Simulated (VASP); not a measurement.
# TiGe4Mo (P4/mmm) in VASP: further runs

Runs on TiGe4Mo. Level: PBE. Tasks: relaxation of cell and atoms, single point.

Everything below comes from runs of VASP 6.6.1. Logs are shortened: lines on timing, memory, paths and dates and some standing lists are left out, and cuts for length are marked.

## 1. The cell of the first run

The structure is tetragonal, space group P4/mmm (No. 123). The conventional cell has a = 3.339 Å, b = 3.339 Å, c = 8.497 Å, α = 90.00°, β = 90.00°, γ = 90.00°. Within 3.6 Å of Ti (site symmetry 4/mmm) lie 10 Ge at 2.75 to 2.89 Å and 4 Ti at 3.34 Å. Within 3.6 Å of Ge (site symmetry 4mm) lie 4 Ti at 2.75 Å and 9 Ge at 2.78 to 3.34 Å and 1 Mo at 2.83 Å. Ge (site symmetry 4mm) has 9 Ge at 2.72 to 3.34 Å and 4 Mo at 2.72 Å and 1 Ti at 2.89 Å within 3.6 Å. Mo (site symmetry 4/mmm) has 10 Ge at 2.72 to 2.83 Å and 4 Mo at 3.34 Å within 3.6 Å.

## 2. Relaxation of cell and atoms, PBE

INCAR

```
SYSTEM = TiGe4Mo
ALGO = Normal
EDIFF = 1E-6
EDIFFG = -0.01
ENCUT = 600
GGA = PE
IBRION = 2
ISIF = 3
ISMEAR = 0
LASPH = .True.
LCHARG = .False.
LREAL = .False.
LWAVE = .False.
NELM = 60
NSW = 100
PREC = Accurate
SIGMA = 0.1
```

KPOINTS

```
k-points
0
Gamma
  12 12 6
  0 0 0
```

POSCAR

```
TiGe4Mo
1.0
    3.3387941000      0.0000000000      0.0000000000
    0.0000000000      3.3387941000      0.0000000000
    0.0000000000      0.0000000000      8.4967963000
Ti Ge Mo
1 4 1
Direct
    0.5000000000      0.5000000000      0.5000000000
    0.0000000000      0.0000000000      0.6665090000
    0.5000000000      0.5000000000      0.1599250000
    0.0000000000      0.0000000000      0.3334910000
    0.5000000000      0.5000000000      0.8400750000
    0.0000000000      0.0000000000      0.0000000000
```

Potentials or basis: VASP PAW PBE potentials, release 64 (Ti_sv, Ge_d, Mo_sv).

Launch:

```
$ cat potpaw_PBE.64/Ti_sv/POTCAR potpaw_PBE.64/Ge_d/POTCAR potpaw_PBE.64/Mo_sv/POTCAR > POTCAR
$ mpirun -np 1 vasp_std > vasp.out
```

OUTCAR:

```text
SYSTEM = TiGe4Mo
   EDIFF = 1E-6
   EDIFFG = -0.01
   ENCUT = 600
   GGA = PE
   IBRION = 2
   ISIF = 3
   ISMEAR = 0
   LASPH = .True.
   LREAL = .False.
   NELM = 60
   NSW = 100
   PREC = Accurate

 ion  position               nearest neighbor table
   1  0.500  0.500  0.500-   2 2.75   4 2.75   2 2.75   4 2.75   2 2.75   4 2.75   2 2.75   4 2.75
                             3 2.89   5 2.89
   2  0.000  0.000  0.667-   1 2.75   1 2.75   1 2.75   1 2.75   5 2.78   5 2.78   5 2.78   5 2.78
                             4 2.83   6 2.83
   3  0.500  0.500  0.160-   5 2.72   6 2.72   6 2.72   6 2.72   6 2.72   4 2.78   4 2.78   4 2.78
                             4 2.78   1 2.89
   4  0.000  0.000  0.333-   1 2.75   1 2.75   1 2.75   1 2.75   3 2.78   3 2.78   3 2.78   3 2.78
                             2 2.83   6 2.83
   5  0.500  0.500  0.840-   3 2.72   6 2.72   6 2.72   6 2.72   6 2.72   2 2.78   2 2.78   2 2.78
                             2 2.78   1 2.89
   6  0.000  0.000  0.000-   3 2.72   5 2.72   3 2.72   5 2.72   3 2.72   5 2.72   3 2.72   5 2.72
                             4 2.83   2 2.83

  LATTYP: Found a simple tetragonal cell.
 ALAT       =     3.3387941000
 C/A-ratio  =     2.5448698079

  Lattice vectors:

 A1 = (   3.3387941000,   0.0000000000,   0.0000000000)
 A2 = (   0.0000000000,   3.3387941000,   0.0000000000)
 A3 = (   0.0000000000,   0.0000000000,   8.4967963000)

Analysis of symmetry for initial positions (statically):
=====================================================================
 Subroutine PRICEL returns:
 Original cell was already a primitive cell.

 Routine SETGRP: Setting up the symmetry group for a
 simple tetragonal supercell.

 Subroutine GETGRP returns: Found 16 space group operations
 (whereof 16 operations were pure point group operations)
 out of a pool of 16 trial point group operations.

The static configuration has the point symmetry D_4h.

Analysis of symmetry for dynamics (positions and initial velocities):
=====================================================================
 Subroutine PRICEL returns:
 Original cell was already a primitive cell.

 Routine SETGRP: Setting up the symmetry group for a
 simple tetragonal supercell.

 Subroutine GETGRP returns: Found 16 space group operations
 (whereof 16 operations were pure point group operations)
 out of a pool of 16 trial point group operations.

The dynamic configuration has the point symmetry D_4h.

 Subroutine INISYM returns: Found 16 space group operations
 (whereof 16 operations are pure point group operations),
 and found     1 'primitive' translations

----------------------------------------------------------------------------------------

                                     Primitive cell

  volume of cell :      94.7184

  direct lattice vectors                    reciprocal lattice vectors
     3.338794100  0.000000000  0.000000000     0.299509335  0.000000000  0.000000000
     0.000000000  3.338794100  0.000000000     0.000000000  0.299509335  0.000000000
     0.000000000  0.000000000  8.496796300     0.000000000  0.000000000  0.117691417

  length of vectors
     3.338794100  3.338794100  8.496796300     0.299509335  0.299509335  0.117691417

  position of ions in fractional coordinates (direct lattice)
     0.500000000  0.500000000  0.500000000
     0.000000000  0.000000000  0.666509000
     0.500000000  0.500000000  0.159925000
     0.000000000  0.000000000  0.333491000
     0.500000000  0.500000000  0.840075000
     0.000000000  0.000000000  0.000000000

  ion indices of the primitive-cell ions
   primitive index   ion index
                 1           1
                 2           2
                 3           3
                 4           4
                 5           5
                 6           6

----------------------------------------------------------------------------------------

 KPOINTS: k-points

Automatic generation of k-mesh.
 Grid dimensions read from file:
 generate k-points for:   12   12    6

 Generating k-lattice:

  Cartesian coordinates                     Fractional coordinates (reciprocal lattice)
     0.024959111  0.000000000  0.000000000     0.083333333  0.000000000  0.000000000
     0.000000000  0.024959111  0.000000000     0.000000000  0.083333333  0.000000000
     0.000000000  0.000000000  0.019615236     0.000000000  0.000000000  0.166666667

  Length of vectors
     0.024959111  0.024959111  0.019615236

  Shift w.r.t. Gamma in fractional coordinates (k-lattice)
     0.000000000  0.000000000  0.000000000

 Subroutine IBZKPT returns following result:
 ===========================================

 Found    112 irreducible k-points:

 Following reciprocal coordinates:
            Coordinates               Weight
  0.000000  0.000000  0.000000      1.000000
  0.083333  0.000000  0.000000      4.000000
  0.166667  0.000000  0.000000      4.000000
  0.250000  0.000000  0.000000      4.000000
  0.333333  0.000000  0.000000      4.000000
  0.416667  0.000000  0.000000      4.000000
[... 16 lines left out ...]
  0.333333  0.333333  0.000000      4.000000
  0.416667  0.333333  0.000000      8.000000
 [... further k-points ...]
   k-points           NKPTS =    112   k-points in BZ     NKDIM =    112   number of bands    NBANDS=     49
   number of dos      NEDOS =    301   number of ions     NIONS =      6
   total plane-waves  NPLWV =  54880
   dimension x,y,z NGX =    28 NGY =   28 NGZ =   70
   dimension x,y,z NGXF=    56 NGYF=   56 NGZF=  140
   ions per type =               1   4   1
   NGX,Y,Z   is equivalent  to a cutoff of  13.94, 13.94, 13.70 a.u.
   NGXF,Y,Z  is equivalent  to a cutoff of  27.88, 27.88, 27.39 a.u.
 SYSTEM =  TiGe4Mo
   PREC   = accura    normal or accurate (medium, high low for compatibility)
   ISTART =      0    job   : 0-new  1-cont  2-samecut
   ICHARG =      2    charge: 1-file 2-atom 10-const
   ISPIN  =      1    spin polarized calculation?
   LNONCOLLINEAR =      F non collinear calculations
   LSORBIT =      F    spin-orbit coupling
   LASPH  =      T    aspherical Exc in radial PAW
   ENCUT  =  600.0 eV  44.10 Ry    6.64 a.u.   6.67  6.67 16.97*2*pi/ulx,y,z
   NELM   =     60;   NELMIN=  2; NELMDL= -5     # of ELM steps
   EDIFF  = 0.1E-05   stopping-criterion for ELM
   LREAL  =      F    real-space projection
   EDIFFG = -.1E-01   stopping-criterion for IOM
   NSW    =    100    number of steps for IOM
   IBRION =      2    ionic relax: 0-MD 1-quasi-New 2-CG
   NFREE  =      1    steps in history (QN), initial steepest desc. (CG)
   ISIF   =      3    stress and relaxation
   ISYM   =      2    0-nonsym 1-usesym 2-fastsym
   POTIM  = 0.5000    time-step for ionic-motion
   TEBEG  =    0.0;   TEEND  =   0.0 temperature during run
   PSTRESS=    0.0 pullay stress
   NELECT =      82.0000    total number of electrons
   NUPDOWN=      -1.0000    fix difference up-down
   EMIN   =  10.00;   EMAX   =-10.00  energy-range for DOS
   EFERMI =   0.00;   METHOD = LEGACY
   ISMEAR =     0;   SIGMA  =   0.10  broadening in eV -4-tet -1-fermi 0-gaus
   EFERMI_NEDOS =   21; number of points for ismear=-14 and -15
   IALGO  =     38    algorithm
   IMIX   =      4    mixing-type and parameters
     AMIX     =   0.40;   BMIX     =  1.00
     AMIX_MAG =   1.60;   BMIX_MAG =  1.00
  volume/ion in A,a.u.               =      15.79       106.53
  Fermi-wavevector in a.u.,A,eV,Ry     =   1.560275  2.948493 33.122834  2.434460
  Thomas-Fermi vector in A             =   2.663511
   LORBIT       =      0    0 simple, 1 ext, 2 COOP (PROOUT), +10 PAW based schemes
   GGA     = PE    functional components
   LHFCALC =     F    Hartree Fock is set to
   AEXX    =    0.0000 exact exchange contribution
   IVDW    =     0    specifies the selected vdW correction
   LEPSILON=     F    determine dielectric tensor
   LRPA    =     F    only Hartree local field effects (RPA)
 conjugate gradient relaxation of ions
 non-spin polarized calculation
 Gauss-broadening in eV      SIGMA  =   0.10
  energy-cutoff  :      600.00
  volume of cell :       94.72
 maximum number of plane-waves:      3186
 NGX is ok and might be reduce to    28
   NGX = 13   NGY = 13   NGZ = 33

--------------------------------------- Ionic step        1  -------------------------------------------

 number of electron      81.9999961 magnetization

 Free energy of the ion-electron system (eV)
  ---------------------------------------------------
  ext. energy  EPLUGINS =         0.00000000
  ---------------------------------------------------
  free energy    TOTEN  =       -38.12413543 eV

  energy without entropy =      -38.11200034  energy(sigma->0) =      -38.11806788

------------------------ aborting loop because EDIFF is reached ----------------------------------------

  FORCE on cell =-STRESS in cart. coord.  units (eV):
  Direction    XX          YY          ZZ          XY          YZ          ZX
  --------------------------------------------------------------------------------------
  -------------------------------------------------------------------------------------
  Total        0.1241392      0.1241392      0.1262329      0.0000000      0.0000000      0.0000000
  in kB        2.0998346      2.0998346      2.1352498      0.0000000      0.0000000      0.0000000
  external PRESSURE =       2.1116397 kB  Pullay stress =       0.0000000 kB
[... 65 lines left out ...]
  energy  without entropy=      -38.1118928460  energy(sigma->0) =      -38.11799780

--------------------------------------- Ionic step        3  -------------------------------------------

 number of electron      81.9999962 magnetization

 Free energy of the ion-electron system (eV)
  ---------------------------------------------------
  ext. energy  EPLUGINS =         0.00000000
  ---------------------------------------------------
  free energy    TOTEN  =       -38.12421378 eV

  energy without entropy =      -38.11204381  energy(sigma->0) =      -38.11812879

 E-fermi :   9.0521     XC(G=0): -12.3615

 val. band max:        9.0449145599   @ k =   0.4167   0.0833   0.3333
 cond. band min:       9.0631365421   @ k =   0.0833   0.0833   0.1667
 fundamental gap:      0.0182219822
 Fermi energy:         9.0520644227

 k-point     1 :       0.0000    0.0000    0.0000
  band No.  band energies     occupation
      1     -51.6707      2.00000
      2     -47.5422      2.00000
      3     -25.7844      2.00000
      4     -25.7258      2.00000
      5     -25.7258      2.00000
      6     -23.8849      2.00000
[... 1237 lines left out ...]
     48      11.9083      0.00000
     49      12.7893      0.00000

 [... further k-points ...]
[... 5 lines left out ...]
  --------------------------------------------------------------------------------------
  -------------------------------------------------------------------------------------
  Total        0.0011052      0.0011052     -0.0061077      0.0000000      0.0000000      0.0000000
  in kB        0.0186677      0.0186677     -0.1031673      0.0000000      0.0000000      0.0000000
  external PRESSURE =      -0.0219440 kB  Pullay stress =       0.0000000 kB
[... 21 lines left out ...]
  FREE ENERGIE OF THE ION-ELECTRON SYSTEM (eV)
  ---------------------------------------------------
  free  energy   TOTEN  =       -38.1242137752 eV

  energy  without entropy=      -38.1120438103  energy(sigma->0) =      -38.11812879

 reached required accuracy - stopping structural energy minimisation
```

It took 24 min on 1 thread of Intel Xeon 6975P-C, shared host; peak memory 0.64 GiB.

What came out:

```
Free energy                            : -38.1242 eV
Relaxed volume                         : 15.81 Å³/atom
Relaxed cell                           : a = 3.340 Å, b = 3.340 Å, c = 8.501 Å, α = 90.00°, β = 90.00°, γ = 90.00°
Space group after relaxing (to 0.05 Å) : P4/mmm (No. 123)
Energy gained by relaxing              : 0.0 meV/atom
Ionic steps                            : 3
Pressure after relaxing                : 0.0 GPa
Largest force after relaxing           : 0.006 eV/Å
Band gap on the k mesh                 : zero (band 41 reaches 9.69 eV, above the bottom of band 42 at 7.94 eV)
```

Forces in eV/Å, atoms in the order of the input:
```
Ti   0.000  0.000  0.000
Ge   0.000  0.000 -0.006
Ge   0.000  0.000  0.001
Ge   0.000  0.000  0.006
Ge   0.000  0.000 -0.001
Mo   0.000  0.000  0.000
```

Final structure:
```
Ti Ge Mo
1.0
     3.34036    0.00000    0.00000
     0.00000    3.34036    0.00000
     0.00000    0.00000    8.50084
Ti Ge Mo
1 4 1
Direct
  0.50000 0.50000 0.50000
  0.00000 0.00000 0.66649
  0.50000 0.50000 0.15995
  0.00000 0.00000 0.33351
  0.50000 0.50000 0.84005
  0.00000 0.00000 0.00000
```

Levels at points of the mesh, in eV from the Fermi level:
| k point | band 37 | band 38 | band 39 | band 40 | band 41 | band 42 | band 43 | band 44 | band 45 | band 46 |
| --- | --- | --- | --- | --- | --- | --- | --- | --- | --- | --- |
| (0.00, 0.00, 0.00) | -0.53 | -0.52 | 0.17 | 0.17 | 0.59 | 0.59 | 0.64 | 1.90 | 2.89 | 2.90 |
| (0.50, 0.00, 0.00) | -1.83 | -1.58 | -1.10 | -0.22 | -0.01 | 1.27 | 1.87 | 2.53 | 2.56 | 2.76 |
| (0.50, 0.50, 0.00) | -3.14 | -2.99 | -1.65 | -1.65 | -0.74 | -0.74 | 2.02 | 2.16 | 2.49 | 2.78 |
| (0.00, 0.00, 0.50) | -0.95 | -0.54 | -0.45 | -0.45 | 0.64 | 1.15 | 1.31 | 1.90 | 2.08 | 2.08 |
| (0.50, 0.00, 0.50) | -1.84 | -1.54 | -0.64 | -0.44 | 0.30 | 1.37 | 2.00 | 2.53 | 2.91 | 2.93 |
| (0.50, 0.50, 0.50) | -2.33 | -1.89 | -1.55 | -1.55 | -0.88 | -0.88 | -0.09 | 0.72 | 2.02 | 2.78 |

## 3. Single point, PBE (volume scaled by 1.10, then relaxed in part)

INCAR

```
SYSTEM = TiGe4Mo
PREC     = Accurate       ! precision mode
ENCUT    = 520            ! plane-wave cutoff, eV
EDIFF    = 1E-7           ! SCF threshold, eV
ISMEAR   = 0              ! smearing method
SIGMA    = 0.1            ! smearing width, eV
LREAL    = .FALSE.        ! projectors in reciprocal space
LASPH    = .TRUE.         ! aspherical terms in the spheres
NELM     = 80             ! most SCF steps
ALGO     = Normal         ! electronic algorithm
ISIF     = 2              ! what is computed and relaxed
LWAVE    = .FALSE.        ! write WAVECAR
LCHARG   = .FALSE.        ! write CHGCAR
GGA      = PE             ! functional
NBANDS   = 50             ! bands
```

KPOINTS

```
Automatic mesh
0
G
  12 12 6
  0 0 0
```

POSCAR

```
TiGe4Mo
1.0
    3.4453330689      0.0000000000      0.0000000000
    0.0000000000      3.4453330689      0.0000000000
    0.0000000000      0.0000000000      8.7773767811
Ti Ge Mo
1 4 1
Direct
    0.5000000000      0.5000000000      0.5000000000
    0.0000000000      0.0000000000      0.6664952208
    0.5000000000      0.5000000000      0.1562198969
    0.0000000000      0.0000000000      0.3335047792
    0.5000000000      0.5000000000      0.8437801031
    0.0000000000      0.0000000000      0.0000000000
```

Potentials or basis: VASP PAW PBE potentials, release 64 (Ti_sv, Ge_d, Mo_sv).

Launch:

```
$ cat potpaw_PBE.64/Ti_sv/POTCAR potpaw_PBE.64/Ge_d/POTCAR potpaw_PBE.64/Mo_sv/POTCAR > POTCAR
$ mpirun -np 1 vasp_std > vasp.out
```

Run time: 12 min. Hardware: 1 thread of Intel Xeon Platinum 8259CL at 2.50GHz (Skylake/Cascade Lake), shared host; peak memory 0.59 GiB.

It converged, with:

```yaml
Free_energy: -37.8094 eV
Pressure: -9.9 GPa
Largest_force: 0.006 eV/Å
Band_gap_on_the_k_mesh: zero (band 41 reaches 8.50 eV, above the bottom of band 42 at 6.84 eV)
```

Forces in eV/Å, atoms in the order of the input:
```
Ti   0.000  0.000  0.000
Ge   0.000  0.000 -0.002
Ge   0.000  0.000  0.006
Ge   0.000  0.000  0.002
Ge   0.000  0.000 -0.006
Mo   0.000  0.000  0.000
```

Levels at points of the mesh, in eV from the Fermi level:
```csv
k point,band 37,band 38,band 39,band 40,band 41,band 42,band 43,band 44,band 45,band 46
"(0.00, 0.00, 0.00)",-0.41,-0.40,0.20,0.20,0.50,0.53,0.53,1.68,2.12,2.56
"(0.50, 0.00, 0.00)",-1.74,-1.50,-0.99,-0.18,0.00,1.16,1.62,2.04,2.22,2.29
"(0.50, 0.50, 0.00)",-2.83,-2.71,-1.47,-1.47,-0.79,-0.79,1.73,1.81,2.09,2.44
"(0.00, 0.00, 0.50)",-0.98,-0.41,-0.35,-0.35,0.50,0.81,1.02,1.68,1.89,1.89
"(0.50, 0.00, 0.50)",-1.75,-1.37,-0.50,-0.37,0.26,1.23,1.71,2.11,2.39,2.49
"(0.50, 0.50, 0.50)",-2.16,-1.74,-1.44,-1.44,-0.87,-0.87,-0.22,0.61,1.73,2.44
```

Caveat: the cell differs from its parent crystal (volume scaled by 1.10, then relaxed in part).
